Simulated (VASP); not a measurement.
# SiO2 (Cristobalite) (P4_12_12) in VASP: a series of runs

SiO2 (Cristobalite) is run at these levels: PBE, r2SCAN; tasks: electric field gradients.

All numbers are computed with VASP 6.6.1; they aren't measurements. Logs are shortened: lines on timing, memory, paths and dates and some standing lists are left out, and cuts for length are marked.

## 1. The cell of the first run

It takes space group P4_12_12 (No. 92, tetragonal). The conventional cell has a = 4.903 Å, b = 4.903 Å, c = 6.778 Å, α = 90.00°, β = 90.00°, γ = 90.00°. Within 2.1 Å of Si (site symmetry 2) lie 4 O at 1.60 to 1.61 Å. Within 2.1 Å of O (site symmetry 1) lie 2 Si at 1.60 to 1.61 Å.

## 2. Electric field gradients, PBE

The input, INCAR:

```
PREC = Accurate
ENCUT = 520
EDIFF = 1E-8
ISMEAR = -1
SIGMA = 0.02
LREAL = False
LASPH = True
NELM = 100
ALGO = Normal
ISIF = 2
LWAVE = False
LCHARG = False
GGA = PE
LEFG = True
NBANDS = 44
```

The input, KPOINTS:

```
Automatic mesh
0
Gamma
  5 5 4
```

The input, POSCAR:

```
SiO2
1.0
    4.9028000000      0.0000000000      0.0000000000
    0.0000000000      4.9028000000      0.0000000000
    0.0000000000      0.0000000000      6.7782000000
Si O
4 8
Direct
    0.3086000000      0.3086000000      0.0000000000
    0.1914000000      0.8086000000      0.2500000000
    0.6914000000      0.6914000000      0.5000000000
    0.8086000000      0.1914000000      0.7500000000
    0.2364000000      0.1198000000      0.1870000000
    0.3802000000      0.7364000000      0.4370000000
    0.7636000000      0.8802000000      0.6870000000
    0.6198000000      0.2636000000      0.9370000000
    0.7364000000      0.3802000000      0.5630000000
    0.8802000000      0.7636000000      0.3130000000
    0.2636000000      0.6198000000      0.0630000000
    0.1198000000      0.2364000000      0.8130000000
```

Potentials or basis: VASP PAW PBE potentials, release 64 (Si, O).

Run with:

```
cat potpaw_PBE.64/Si/POTCAR potpaw_PBE.64/O/POTCAR > POTCAR
mpirun -np 1 vasp_std > vasp.out
```

OUTCAR:

```text
PREC = Accurate
   ENCUT = 520
   EDIFF = 1E-8
   ISMEAR = -1
   LREAL = False
   LASPH = True
   NELM = 100
   ISIF = 2
   GGA = PE

 ion  position               nearest neighbor table
   1  0.309  0.309  0.000-   8 1.60  11 1.60   5 1.61  12 1.61   2 3.03   4 3.03   2 3.03   4 3.03

   2  0.191  0.809  0.250-   5 1.60  10 1.60   6 1.61  11 1.61   1 3.03   3 3.03   1 3.03   3 3.03

   3  0.691  0.691  0.500-   6 1.60   9 1.60   7 1.61  10 1.61   2 3.03   4 3.03   4 3.03   2 3.03

   4  0.809  0.191  0.750-   7 1.60  12 1.60   9 1.61   8 1.61   1 3.03   3 3.03   3 3.03   1 3.03

   5  0.236  0.120  0.187-   2 1.60   1 1.61
   6  0.380  0.736  0.437-   3 1.60   2 1.61
   7  0.764  0.880  0.687-   4 1.60   3 1.61
   8  0.620  0.264  0.937-   1 1.60   4 1.61
   9  0.736  0.380  0.563-   3 1.60   4 1.61
  10  0.880  0.764  0.313-   2 1.60   3 1.61
  11  0.264  0.620  0.063-   1 1.60   2 1.61
  12  0.120  0.236  0.813-   4 1.60   1 1.61

  LATTYP: Found a simple tetragonal cell.
 ALAT       =     4.9028000000
 C/A-ratio  =     1.3825161132

  Lattice vectors:

 A1 = (   4.9028000000,   0.0000000000,   0.0000000000)
 A2 = (   0.0000000000,   4.9028000000,   0.0000000000)
 A3 = (   0.0000000000,   0.0000000000,   6.7782000000)

Analysis of symmetry for initial positions (statically):
=====================================================================
 Subroutine PRICEL returns:
 Original cell was already a primitive cell.

 Routine SETGRP: Setting up the symmetry group for a
 simple tetragonal supercell.

 Subroutine GETGRP returns: Found  8 space group operations
 (whereof  2 operations were pure point group operations)
 out of a pool of 16 trial point group operations.

The static configuration has the point symmetry C_2 .
 The point group associated with its full space group is D_4 .

Analysis of symmetry for dynamics (positions and initial velocities):
=====================================================================
 Subroutine PRICEL returns:
 Original cell was already a primitive cell.

 Routine SETGRP: Setting up the symmetry group for a
 simple tetragonal supercell.

 Subroutine GETGRP returns: Found  8 space group operations
 (whereof  2 operations were pure point group operations)
 out of a pool of 16 trial point group operations.

The dynamic configuration has the point symmetry C_2 .
 The point group associated with its full space group is D_4 .

 Subroutine INISYM returns: Found  8 space group operations
 (whereof  2 operations are pure point group operations),
 and found     1 'primitive' translations

----------------------------------------------------------------------------------------

                                     Primitive cell

  volume of cell :     162.9306

  direct lattice vectors                    reciprocal lattice vectors
     4.902800000  0.000000000  0.000000000     0.203965081  0.000000000  0.000000000
     0.000000000  4.902800000  0.000000000     0.000000000  0.203965081  0.000000000
     0.000000000  0.000000000  6.778200000     0.000000000  0.000000000  0.147531793

  length of vectors
     4.902800000  4.902800000  6.778200000     0.203965081  0.203965081  0.147531793

  position of ions in fractional coordinates (direct lattice)
     0.308600000  0.308600000  0.000000000
     0.191400000  0.808600000  0.250000000
     0.691400000  0.691400000  0.500000000
     0.808600000  0.191400000  0.750000000
     0.236400000  0.119800000  0.187000000
     0.380200000  0.736400000  0.437000000
     0.763600000  0.880200000  0.687000000
     0.619800000  0.263600000  0.937000000
     0.736400000  0.380200000  0.563000000
     0.880200000  0.763600000  0.313000000
     0.263600000  0.619800000  0.063000000
     0.119800000  0.236400000  0.813000000

  ion indices of the primitive-cell ions
[... 92 lines left out ...]
   EFERMI =   0.00;   METHOD = LEGACY
   ISMEAR =    -1;   SIGMA  =   0.02  broadening in eV -4-tet -1-fermi 0-gaus
   EFERMI_NEDOS =   21; number of points for ismear=-14 and -15
   IALGO  =     38    algorithm
   IMIX   =      4    mixing-type and parameters
     AMIX     =   0.40;   BMIX     =  1.00
     AMIX_MAG =   1.60;   BMIX_MAG =  1.00
  volume/ion in A,a.u.               =      13.58        91.63
  Fermi-wavevector in a.u.,A,eV,Ry     =   1.198949  2.265684 19.558073  1.437478
  Thomas-Fermi vector in A             =   2.334824
   LORBIT       =      0    0 simple, 1 ext, 2 COOP (PROOUT), +10 PAW based schemes
   GGA     = PE    functional components
[... 5 lines left out ...]
 non-spin polarized calculation
  energy-cutoff  :      520.00
  volume of cell :      162.93
 maximum number of plane-waves:      4400
   NGX = 19   NGY = 19   NGZ = 25

 number of electron      64.0000004 magnetization

 Free energy of the ion-electron system (eV)
  ---------------------------------------------------
  ext. energy  EPLUGINS =         0.00000000
  ---------------------------------------------------
  free energy    TOTEN  =       -94.65695447 eV

  energy without entropy =      -94.65695447  energy(sigma->0) =      -94.65695447

 E-fermi :   0.9762     XC(G=0):  -8.7097

 val. band max:        0.5096184232   @ k =   0.0000   0.0000   0.0000
 cond. band min:       6.3908594051   @ k =   0.0000   0.0000   0.0000
 fundamental gap:      5.8812409819
 Fermi energy:         0.9762051371

 k-point     1 :       0.0000    0.0000    0.0000
  band No.  band energies     occupation
      1     -19.0712      2.00000
      2     -18.1277      2.00000
      3     -18.1277      2.00000
      4     -16.9338      2.00000
      5     -16.8785      2.00000
      6     -16.8749      2.00000
[... 835 lines left out ...]
     43      11.4196      0.00000
     44      11.4196      0.00000

------------------------ aborting loop because EDIFF is reached ----------------------------------------

  FORCE on cell =-STRESS in cart. coord.  units (eV):
  Direction    XX          YY          ZZ          XY          YZ          ZX
  --------------------------------------------------------------------------------------
  -------------------------------------------------------------------------------------
  Total        9.2157790      9.2157790      8.2215823      0.0000000     -0.0000000      0.0000000
  in kB       90.6233053     90.6233053     80.8468783      0.0000000     -0.0000000      0.0000000
  external PRESSURE =      87.3644963 kB  Pullay stress =       0.0000000 kB

 VOLUME and BASIS-vectors are now :
 -----------------------------------------------------------------------------
  energy-cutoff  :      520.00
  volume of cell :      162.93
      direct lattice vectors                 reciprocal lattice vectors
     4.902800000  0.000000000  0.000000000     0.203965081  0.000000000  0.000000000
     0.000000000  4.902800000  0.000000000     0.000000000  0.203965081  0.000000000
     0.000000000  0.000000000  6.778200000     0.000000000  0.000000000  0.147531793

 POSITION                                       TOTAL-FORCE (eV/Angst)
 -----------------------------------------------------------------------------------
      1.51300      1.51300      0.00000        -0.167402     -0.167402      0.000000
      0.93840      3.96440      1.69455         0.167402     -0.167402      0.000000
      3.38980      3.38980      3.38910         0.167402      0.167402      0.000000
      3.96440      0.93840      5.08365        -0.167402      0.167402      0.000000
      1.15902      0.58736      1.26752        -0.041919      0.446561      0.272088
      1.86404      3.61042      2.96207        -0.446561     -0.041919      0.272088
      3.74378      4.31544      4.65662         0.041919     -0.446561      0.272088
      3.03876      1.29238      6.35117         0.446561      0.041919      0.272088
      3.61042      1.86404      3.81613        -0.041919     -0.446561     -0.272088
      4.31544      3.74378      2.12158        -0.446561      0.041919     -0.272088
      1.29238      3.03876      0.42703         0.041919      0.446561     -0.272088
      0.58736      1.15902      5.51068         0.446561     -0.041919     -0.272088
 -----------------------------------------------------------------------------------
    total drift:                               -0.000000      0.000000     -0.000000

  FREE ENERGIE OF THE ION-ELECTRON SYSTEM (eV)
  ---------------------------------------------------
  free  energy   TOTEN  =       -94.6569544655 eV

  energy  without entropy=      -94.6569544655  energy(sigma->0) =      -94.65695447

 Electric field gradients (V/A^2)
---------------------------------------------------------------------
 ion       V_xx      V_yy      V_zz      V_xy      V_xz      V_yz
---------------------------------------------------------------------
   1      -1.324    -1.324     2.648     1.945     4.169    -4.169
   2      -1.324    -1.324     2.648    -1.945     4.169     4.169
   3      -1.324    -1.324     2.648     1.945    -4.169     4.169
   4      -1.324    -1.324     2.648    -1.945    -4.169    -4.169
   5     -45.195    41.618     3.578    20.445   -15.159   -52.852
   6      41.618   -45.195     3.578   -20.445    52.852   -15.159
   7     -45.195    41.618     3.578    20.445    15.159    52.852
   8      41.618   -45.195     3.578   -20.445   -52.852    15.159
   9     -45.195    41.618     3.578   -20.445    15.159   -52.852
  10      41.618   -45.195     3.578    20.445   -52.852   -15.159
  11     -45.195    41.618     3.578   -20.445   -15.159    52.852
  12      41.618   -45.195     3.578    20.445    52.852    15.159
---------------------------------------------------------------------

 Electric field gradients after diagonalization (V/A^2)
 (convention: |V_zz| > |V_xx| > |V_yy|)
----------------------------------------------------------------------
 ion       V_xx      V_yy      V_zz     asymmetry (V_yy - V_xx)/ V_zz
----------------------------------------------------------------------
   1       6.286     0.621    -6.907       0.820
   2       6.286     0.621    -6.907       0.820
   3       6.286     0.621    -6.907       0.820
   4       6.286     0.621    -6.907       0.820
   5     -50.239   -33.548    83.787       0.199
   6     -50.239   -33.548    83.787       0.199
   7     -50.239   -33.548    83.787       0.199
   8     -50.239   -33.548    83.787       0.199
   9     -50.239   -33.548    83.787       0.199
  10     -50.239   -33.548    83.787       0.199
  11     -50.239   -33.548    83.787       0.199
  12     -50.239   -33.548    83.787       0.199
----------------------------------------------------------------------

           NMR quadrupolar parameters

 Cq : quadrupolar parameter    Cq=e*Q*V_zz/h
 eta: asymmetry parameters     (V_yy - V_xx)/ V_zz
 Q  : nuclear electric quadrupole moment in mb (millibarn)
----------------------------------------------------------------------
 ion       Cq(MHz)       eta       Q (mb)
----------------------------------------------------------------------
   1      -0.017       0.820       1.000
   2      -0.017       0.820       1.000
   3      -0.017       0.820       1.000
   4      -0.017       0.820       1.000
   5       0.203       0.199       1.000
   6       0.203       0.199       1.000
   7       0.203       0.199       1.000
   8       0.203       0.199       1.000
   9       0.203       0.199       1.000
  10       0.203       0.199       1.000
  11       0.203       0.199       1.000
  12       0.203       0.199       1.000
----------------------------------------------------------------------
```

Wall time 2.3 min (1 thread of Intel Xeon Platinum 8259CL at 2.50GHz (Skylake/Cascade Lake), shared host); peak memory 0.28 GiB.

Results:

| Quantity | Value |
| --- | --- |
| Free energy | -94.6570 eV |
| Pressure | 8.7 GPa |
| Largest force | 0.525 eV/Å |
| Band gap on the k mesh | 5.88 eV, direct |

Forces in eV/Å, atoms in the order of the input:
```
Si  -0.167 -0.167  0.000
Si   0.167 -0.167  0.000
Si   0.167  0.167  0.000
Si  -0.167  0.167  0.000
O   -0.042  0.447  0.272
O   -0.447 -0.042  0.272
O    0.042 -0.447  0.272
O    0.447  0.042  0.272
O   -0.042 -0.447 -0.272
O   -0.447  0.042 -0.272
O    0.042  0.447 -0.272
O    0.447 -0.042 -0.272
```

Electric field gradients, principal values (V/Å²):
| atom | least | middle | greatest (by size) |
| --- | --- | --- | --- |
| 1 Si | 0.621 | 6.286 | -6.907 |
| 2 Si | 0.621 | 6.286 | -6.907 |
| 3 Si | 0.621 | 6.286 | -6.907 |
| 4 Si | 0.621 | 6.286 | -6.907 |
| 5 O | -33.548 | -50.239 | 83.787 |
| 6 O | -33.548 | -50.239 | 83.787 |
| 7 O | -33.548 | -50.239 | 83.787 |
| 8 O | -33.548 | -50.239 | 83.787 |
| 9 O | -33.548 | -50.239 | 83.787 |
| 10 O | -33.548 | -50.239 | 83.787 |
| 11 O | -33.548 | -50.239 | 83.787 |
| 12 O | -33.548 | -50.239 | 83.787 |

Caveat: without QUAD_EFG the Cq values of the log hold for a quadrupole moment of 1 mb, not for the nuclei. Expect the measured gap to be larger: semilocal functionals such as PBE lack the derivative discontinuity.

[end of part 1 of 2]
